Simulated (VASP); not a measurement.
A run of VASP 6.6.1:

The input INCAR:

```
SYSTEM = As
PREC = Accurate
ENCUT = 600
EDIFF = 1E-7
ISMEAR = -1
SIGMA = 0.08
LREAL = .False.
LASPH = .True.
NELM = 100
ALGO = Normal
ISIF = 3
LWAVE = .False.
LCHARG = .False.
GGA = PS
IBRION = 2
NSW = 60
EDIFFG = -0.005
```

Contents of KPOINTS:

```
Automatic mesh
0
Gamma
  11 11 11
  0 0 0
```

POSCAR

```
As
1.0
    0.0000000000      2.8744485395      2.8744485395
    2.8744485395      0.0000000000      2.8744485395
    2.8744485395      2.8744485395      0.0000000000
As
2
Direct
   -0.1250000000     -0.1250000000     -0.1250000000
    0.1250000000      0.1250000000      0.1250000000
```

Potentials or basis: VASP PAW PBE potentials, release 64 (As).

Command:

```console
$ cat potpaw_PBE.64/As/POTCAR > POTCAR
$ mpirun -np 1 vasp_std > vasp.out
```

Hardware: 1 thread of Intel(R) Xeon(R) 6975P-C (Granite Rapids), on a shared host.

Question: How long does it take, and how much memory?

Answer: Run time: 27 s on 1 thread of Intel(R) Xeon(R) 6975P-C (Granite Rapids) (shared host), peak memory 0.19 GiB. Counts: scf iterations 38, k points 56, ion steps 5.
